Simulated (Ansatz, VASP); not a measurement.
# One calculation of GaN, two programs

```
CELL_PARAMETERS angstrom
0.00000 1.98133 1.98133
1.98133 0.00000 1.98133
1.98133 1.98133 0.00000
ATOMIC_POSITIONS crystal
Ga 0.00000 0.00000 0.00000
N 0.50000 0.50000 0.50000
```

Change from the starting cell: volume scaled by 0.8, LAPW.

Alike in both runs: task single point; functional PBE; k mesh 15 × 15 × 15; occupations fermi-dirac, width 0.1 eV; no spin polarisation.

```csv
,VASP,Ansatz
version,VASP 6.6.1,Ansatz 0.2.0
potentials or method,"VASP PAW PBE potentials, release 64 (Ga_d, N), cutoff 520 eV","all-electron LAPW, scalar-relativistic"
```

|  | VASP | Ansatz | Ansatz less VASP |
| --- | --- | --- | --- |
| pressure (GPa) | 78.8 | 77.6 | -1.24 |

Both programs put the cell under a high pressure, so it lies far from rest at this level. Ansatz ran all-electron here, and VASP with PAW potentials.

Noted on VASP's run: the cell as given lies far from equilibrium.
